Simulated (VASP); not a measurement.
Input of a VASP 6.6.1 run:

Contents of INCAR:

```
SYSTEM = Pt
PREC = Accurate
ENCUT = 520
EDIFF = 1E-6
ISMEAR = -1
SIGMA = 0.08
LREAL = .FALSE.
LASPH = .TRUE.
NELM = 60
ALGO = Normal
ISIF = 2
LWAVE = .FALSE.
LCHARG = .TRUE.
GGA = PE
LELF = .TRUE.
LVHAR = .TRUE.
NBANDS = 17
```

The input KPOINTS:

```
regular mesh
0
G
  18 18 10
  0 0 0
```

File POSCAR:

```
Pt
1.0
    2.3705706047      0.0000000000      0.0000000000
   -1.1852853024      2.0529743651      0.0000000000
    0.0000000000      0.0000000000      3.9768408984
Pt
2
Direct
    0.3333333333      0.6666666667      0.2500000000
    0.6666666667      0.3333333333      0.7500000000
```

Potentials or basis: VASP PAW PBE potentials, release 64 (Pt).

Launch:

```bash
$ cat potpaw_PBE.64/Pt/POTCAR > POTCAR
$ mpirun -np 1 vasp_std > vasp.out
```

(1) Estimate the pressure.

(2) What does it give for the band gap on the k mesh?

Results:

(1) 423.8 GPa.

(2) zero (bands 10 and 11 overlap by 2.90 eV).

Caveat: the cell stands under pressure; spin-orbit coupling is left out, which moves the levels of the heavy elements.
